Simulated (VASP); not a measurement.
# NaF (Villiaumite) (Fm-3m) in VASP: further runs

The runs below take NaF (Villiaumite) through single point, with PBEsol, r2SCAN.

All numbers are computed with VASP 6.6.1; they aren't measurements. Logs are shortened: lines on timing, memory, paths and dates and some standing lists are left out, and cuts for length are marked.

## Step 1: The cell of the first run

Symmetry: Fm-3m, No. 225, cubic system. The conventional cell has a = 4.594 Å, b = 4.594 Å, c = 4.594 Å, α = 90.00°, β = 90.00°, γ = 90.00°. Within 3.0 Å of Na (site symmetry m-3m) lie 6 F at 2.30 Å. Within 3.0 Å of F (site symmetry m-3m) lie 6 Na at 2.30 Å.

## Step 2: Single point, PBEsol

Input file INCAR:

```
SYSTEM = NaF
ALGO = Normal
EDIFF = 1E-6
ENCUT = 600
GGA = PS
GGA_COMPAT = .False.
ISIF = 2
ISMEAR = 0
LASPH = .True.
LCHARG = .False.
LREAL = .False.
LWAVE = .False.
NBANDS = 14
NELM = 120
PREC = Accurate
SIGMA = 0.01
```

Input file KPOINTS:

```
k-points
0
Gamma
  4 4 4
  0 0 0
```

Input file POSCAR:

```
NaF
1.0
    0.0000000000      2.2972417931      2.2972417931
    2.2972417931      0.0000000000      2.2972417931
    2.2972417931      2.2972417931      0.0000000000
Na F
1 1
Direct
    0.0000000000      0.0000000000      0.0000000000
    0.5000000000      0.5000000000      0.5000000000
```

Potentials or basis: VASP PAW PBE potentials, release 64 (Na_pv, F).

Run with:

```
$ cat potpaw_PBE.64/Na_pv/POTCAR potpaw_PBE.64/F/POTCAR > POTCAR
$ mpirun -np 1 vasp_std > vasp.out
```

OUTCAR:

```text
SYSTEM = NaF
   EDIFF = 1E-6
   ENCUT = 600
   GGA = PS
   ISIF = 2
   ISMEAR = 0
   LASPH = .True.
   LREAL = .False.
   NELM = 120
   PREC = Accurate

 ion  position               nearest neighbor table
   1  0.000  0.000  0.000-   2 2.30   2 2.30   2 2.30   2 2.30   2 2.30   2 2.30
   2  0.500  0.500  0.500-   1 2.30   1 2.30   1 2.30   1 2.30   1 2.30   1 2.30

  LATTYP: Found a face centered cubic cell.
 ALAT       =     4.5944835862

  Lattice vectors:

 A1 = (   0.0000000000,   2.2972417931,   2.2972417931)
 A2 = (   2.2972417931,   0.0000000000,   2.2972417931)
 A3 = (   2.2972417931,   2.2972417931,   0.0000000000)

Analysis of symmetry for initial positions (statically):
=====================================================================
 Subroutine PRICEL returns:
 Original cell was already a primitive cell.

 Routine SETGRP: Setting up the symmetry group for a
 face centered cubic supercell.

 Subroutine GETGRP returns: Found 48 space group operations
 (whereof 48 operations were pure point group operations)
 out of a pool of 48 trial point group operations.

The static configuration has the point symmetry O_h .

Analysis of symmetry for dynamics (positions and initial velocities):
=====================================================================
 Subroutine PRICEL returns:
 Original cell was already a primitive cell.

 Routine SETGRP: Setting up the symmetry group for a
 face centered cubic supercell.

 Subroutine GETGRP returns: Found 48 space group operations
 (whereof 48 operations were pure point group operations)
 out of a pool of 48 trial point group operations.

The dynamic configuration has the point symmetry O_h .

 Subroutine INISYM returns: Found 48 space group operations
 (whereof 48 operations are pure point group operations),
 and found     1 'primitive' translations

----------------------------------------------------------------------------------------

                                     Primitive cell

  volume of cell :      24.2466

  direct lattice vectors                    reciprocal lattice vectors
     0.000000000  2.297241793  2.297241793    -0.217652317  0.217652317  0.217652317
     2.297241793  0.000000000  2.297241793     0.217652317 -0.217652317  0.217652317
     2.297241793  2.297241793  0.000000000     0.217652317  0.217652317 -0.217652317

  length of vectors
[... 74 lines left out ...]
   TEBEG  =    0.0;   TEEND  =   0.0 temperature during run
   PSTRESS=    0.0 pullay stress
   NELECT =      14.0000    total number of electrons
   NUPDOWN=      -1.0000    fix difference up-down
   EMIN   =  10.00;   EMAX   =-10.00  energy-range for DOS
   EFERMI =   0.00;   METHOD = LEGACY
   ISMEAR =     0;   SIGMA  =   0.01  broadening in eV -4-tet -1-fermi 0-gaus
   EFERMI_NEDOS =   21; number of points for ismear=-14 and -15
   IALGO  =     38    algorithm
   IMIX   =      4    mixing-type and parameters
     AMIX     =   0.40;   BMIX     =  1.00
     AMIX_MAG =   1.60;   BMIX_MAG =  1.00
  volume/ion in A,a.u.               =      12.12        81.81
  Fermi-wavevector in a.u.,A,eV,Ry     =   1.363225  2.576121 25.284819  1.858382
  Thomas-Fermi vector in A             =   2.489646
   LORBIT       =      0    0 simple, 1 ext, 2 COOP (PROOUT), +10 PAW based schemes
   GGA     = PS    functional components
   LHFCALC =     F    Hartree Fock is set to
   AEXX    =    0.0000 exact exchange contribution
   IVDW    =     0    specifies the selected vdW correction
   LEPSILON=     F    determine dielectric tensor
   LRPA    =     F    only Hartree local field effects (RPA)
 non-spin polarized calculation
 Gauss-broadening in eV      SIGMA  =   0.01
  energy-cutoff  :      600.00
  volume of cell :       24.25
 maximum number of plane-waves:       869
 NGX is ok and might be reduce to    28
   NGX = 13   NGY = 13   NGZ = 13

 number of electron      14.0000002 magnetization

 Free energy of the ion-electron system (eV)
  ---------------------------------------------------
  ext. energy  EPLUGINS =         0.00000000
  ---------------------------------------------------
  free energy    TOTEN  =        -8.76711409 eV

  energy without entropy =       -8.76711409  energy(sigma->0) =       -8.76711409

 E-fermi :  -1.9719     XC(G=0):  -9.4628

 val. band max:       -2.0660533136   @ k =   0.0000   0.0000   0.0000
 cond. band min:       4.2309152029   @ k =   0.0000   0.0000   0.0000
 fundamental gap:      6.2969685165
 Fermi energy:        -1.9719079458

 k-point     1 :       0.0000    0.0000    0.0000
  band No.  band energies     occupation
      1     -21.1681      2.00000
      2     -20.7593      2.00000
      3     -20.7593      2.00000
      4     -20.7593      2.00000
      5      -2.0661      2.00000
      6      -2.0661      2.00000
      7      -2.0661      2.00000
      8       4.2309      0.00000
      9      16.9579      0.00000
     10      16.9579      0.00000
     11      16.9579      0.00000
     12      19.6948      0.00000
     13      22.1116      0.00000
     14      22.1116      0.00000
[... 105 lines left out ...]
      1     -21.3337      2.00000
      2     -20.8680      2.00000
      3     -20.8680      2.00000
      4     -20.3350      2.00000
      5      -2.9831      2.00000
      6      -2.9831      2.00000
      7      -2.6694      2.00000
      8      11.1339      0.00000
      9      11.1339      0.00000
     10      13.3491      0.00000
     11      14.9971      0.00000
     12      21.5969      0.00000
     13      21.5969      0.00000
     14      25.0871      0.00000

------------------------ aborting loop because EDIFF is reached ----------------------------------------

  FORCE on cell =-STRESS in cart. coord.  units (eV):
  Direction    XX          YY          ZZ          XY          YZ          ZX
  --------------------------------------------------------------------------------------
  -------------------------------------------------------------------------------------
  Total        0.1558409      0.1558409      0.1558409      0.0000000     -0.0000000      0.0000000
  in kB       10.2977383     10.2977383     10.2977383      0.0000000     -0.0000000      0.0000000
  external PRESSURE =      10.2977383 kB  Pullay stress =       0.0000000 kB

 VOLUME and BASIS-vectors are now :
 -----------------------------------------------------------------------------
  energy-cutoff  :      600.00
  volume of cell :       24.25
      direct lattice vectors                 reciprocal lattice vectors
     0.000000000  2.297241793  2.297241793    -0.217652317  0.217652317  0.217652317
     2.297241793  0.000000000  2.297241793     0.217652317 -0.217652317  0.217652317
     2.297241793  2.297241793  0.000000000     0.217652317  0.217652317 -0.217652317

 POSITION                                       TOTAL-FORCE (eV/Angst)
 -----------------------------------------------------------------------------------
      0.00000      0.00000      0.00000        -0.000000     -0.000000     -0.000000
      2.29724      2.29724      2.29724         0.000000      0.000000      0.000000
 -----------------------------------------------------------------------------------
    total drift:                                0.000000      0.000000      0.000000

  FREE ENERGIE OF THE ION-ELECTRON SYSTEM (eV)
  ---------------------------------------------------
  free  energy   TOTEN  =        -8.7671140855 eV

  energy  without entropy=       -8.7671140855  energy(sigma->0) =       -8.76711409
```

stdout:

```text
POSCAR found type information on POSCAR NaF
 POSCAR found :  2 types and       2 ions
 scaLAPACK will be used
 -----------------------------------------------------------------------------
|                                                                             |
|                                                                             |
|     You enforced a specific xc type in the INCAR file but a different       |
|     I HOPE YOU KNOW WHAT YOU ARE DOING!                                     |
|                                                                             |
 -----------------------------------------------------------------------------

 LDA part: xc-table for (Slater+PW92), standard interpolation
 POSCAR, INCAR and KPOINTS ok, starting setup
 FFT: planning ... GRIDC
 FFT: planning ... GRID_SOFT
 FFT: planning ... GRID
 WAVECAR not read
 entering main loop
```

Wall time 4.3 s (1 thread of Intel Xeon Platinum 8259CL at 2.50GHz (Skylake/Cascade Lake), shared host); peak memory 0.14 GiB.

What came out:

| Property | Result |
| --- | --- |
| Free energy | -8.7671 eV |
| Pressure | 1.0 GPa |
| Band gap on the k mesh | 6.30 eV, direct |

Caveat: the k points lie up to 0.59 Å⁻¹ apart; the PAW data sets were made with another functional, which shifts forces and pressure a little.

## Step 3: Single point, PBEsol

Input file INCAR:

```
  PREC = Accurate
  ENCUT = 600
  EDIFF = 1E-6
  ISMEAR = 0
  SIGMA = 0.01
  LREAL = False
  LASPH = True
  NELM = 120
  ALGO = Normal
  ISIF = 2
  LWAVE = False
  LCHARG = True
  GGA = PS
  LELF = True
  LVHAR = True
  NBANDS = 14
  GGA_COMPAT = False
```

Input file KPOINTS:

```
Automatic mesh
0
Gamma
  4 4 4
```

POSCAR is that of step 2.

Potentials or basis: VASP PAW PBE potentials, release 64 (Na_pv, F).

Run with:

```
$ cat potpaw_PBE.64/Na_pv/POTCAR potpaw_PBE.64/F/POTCAR > POTCAR
$ mpirun -np 1 vasp_std > vasp.out
```

Run time: 4.7 s. Hardware: 1 thread of Intel Xeon Platinum 8259CL at 2.50GHz (Skylake/Cascade Lake), shared host; peak memory 0.14 GiB.

The run converged. Its results:

```
Free energy            : -8.7671 eV
Pressure               : 1.0 GPa
Band gap on the k mesh : 6.30 eV, direct
```

Levels at points of the mesh, in eV from the valence-band top:
| k point | band 3 | band 4 | band 5 | band 6 | band 7 | band 8 | band 9 | band 10 | band 11 | band 12 |
| --- | --- | --- | --- | --- | --- | --- | --- | --- | --- | --- |
| (0.00, 0.00, 0.00) | -18.69 | -18.69 | 0.00 | 0.00 | 0.00 | 6.30 | 19.02 | 19.02 | 19.02 | 21.76 |
| (0.50, 0.00, 0.00) | -18.71 | -17.94 | -1.68 | -0.27 | -0.27 | 10.76 | 12.55 | 20.26 | 20.26 | 23.11 |
| (0.50, 0.50, 0.00) | -18.75 | -18.75 | -1.34 | -0.42 | -0.42 | 13.18 | 13.19 | 13.78 | 19.97 | 19.97 |

Caveat: the k points lie up to 0.59 Å⁻¹ apart; the PAW data sets were made with another functional, which shifts forces and pressure a little. A hybrid or GW would open this gap; PBEsol tends to underestimate it.

## Step 4: Single point, r2SCAN

POSCAR is that of step 3.

Input file INCAR.step1:

```
ALGO = Normal
EDIFF = 1E-5
ENCUT = 660
GGA = PE
GGA_COMPAT = F
ISMEAR = 0
LASPH = T
LCHARG = F
LREAL = F
LWAVE = T
NBANDS = 14
NELM = 120
PREC = Accurate
SIGMA = 0.01
```

Input file INCAR.step2:

```
ALGO = Normal
EDIFF = 1E-6
ENCUT = 660
GGA_COMPAT = F
ISIF = 2
ISMEAR = 0
ISTART = 1
LASPH = T
LCHARG = T
LELF = T
LMIXTAU = T
LREAL = F
LVHAR = T
LWAVE = F
METAGGA = R2SCAN
NBANDS = 14
NELM = 120
PREC = Accurate
SIGMA = 0.01
```

Input file KPOINTS:

```
k-points
0
Gamma
  8 8 8
```

Run with:

```
$ cat potpaw_PBE.64/Na_pv/POTCAR potpaw_PBE.64/F/POTCAR > POTCAR
$ cp INCAR.step1 INCAR
$ mpirun -np 1 vasp_std > vasp.out
$ cp INCAR.step2 INCAR
$ mpirun -np 1 vasp_std > vasp.out
```

Run time: 46 s. Hardware: 1 thread of Intel Xeon Platinum 8259CL at 2.50GHz (Skylake/Cascade Lake), shared host; peak memory 0.16 GiB.

The run converged. Its results:

| Property | Result |
| --- | --- |
| Free energy | -12.6088 eV |
| Pressure | -0.8 GPa |
| Band gap on the k mesh | 7.32 eV, direct |

Levels at points of the mesh, in eV from the valence-band top:
```csv
k point,band 3,band 4,band 5,band 6,band 7,band 8,band 9,band 10,band 11,band 12
"(0.00, 0.00, 0.00)",-19.42,-19.42,0.00,0.00,0.00,7.32,19.97,19.97,19.97,22.68
"(0.50, 0.00, 0.00)",-19.43,-18.90,-1.61,-0.28,-0.28,11.80,13.64,21.70,21.70,24.21
"(0.50, 0.50, 0.00)",-19.47,-19.47,-1.30,-0.41,-0.41,14.01,14.29,15.11,21.46,21.46
```

Caveat: the PAW data sets were made with another functional, which shifts forces and pressure a little.
